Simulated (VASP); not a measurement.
Runs of VASP 6.6.1 on MgO. The structure is that of space group P-6m2 (No. 187), or close to it. The cells are those of the table. 

| task | cell | cutoff (eV) | gap on the mesh (eV) | pressure (GPa) |
| --- | --- | --- | --- | --- |
| relaxation of cell and atoms | relaxed to 40 GPa from a = 2.938, b = 2.938, c = 2.680 Å, angles 90.0, 90.0, 120.0°, 2 atoms | 600 | 5.14 | 40.0 |
| single point | a = 2.767, b = 2.767, c = 2.548 Å, angles 90.0, 90.0, 120.0°, 2 atoms | 520 | 4.40 | 18.2 |
| relaxation of cell and atoms | relaxed to 20 GPa from a = 2.938, b = 2.938, c = 2.680 Å, angles 90.0, 90.0, 120.0°, 2 atoms | 600 | 4.48 | 20.0 |
| single point | a = 2.871, b = 2.871, c = 2.624 Å, angles 90.0, 90.0, 120.0°, 2 atoms | 520 | 3.48 | -1.7 |
| relaxation of cell and atoms | relaxed to 30 GPa from a = 2.938, b = 2.938, c = 2.680 Å, angles 90.0, 90.0, 120.0°, 2 atoms | 600 | 4.83 | 30.0 |
| relaxation of cell and atoms | relaxed to 10 GPa from a = 2.938, b = 2.938, c = 2.680 Å, angles 90.0, 90.0, 120.0°, 2 atoms | 600 | 4.06 | 9.9 |
| relaxation of cell and atoms | relaxed from a = 2.938, b = 2.938, c = 2.680 Å, angles 90.0, 90.0, 120.0°, 2 atoms | 600 | (a) | 0.0 |
| single point | a = 2.813, b = 2.813, c = 2.582 Å, angles 90.0, 90.0, 120.0°, 2 atoms | 520 | 3.97 | 8.2 |
| single point | a = 2.695, b = 2.695, c = 2.495 Å, angles 90.0, 90.0, 120.0°, 2 atoms | 520 | 5.07 | 38.2 |
| single point | a = 2.729, b = 2.729, c = 2.519 Å, angles 90.0, 90.0, 120.0°, 2 atoms | 520 | 4.75 | (b) |

Alike in all rows: level LDA; potentials or basis VASP PAW LDA potentials, release 64 (Mg, O); no spin polarisation; k mesh 12 × 12 × 8; smearing gaussian 0.01 eV.

Question: Fill in the values left out.

Answer: (a) 3.59; (b) 28.2.

Caveats: the cell is relaxed towards a set pressure, so the run minimises the enthalpy, not the energy (at least some runs); the cell stands under pressure (at least some runs).

A k mesh can miss the band edges.
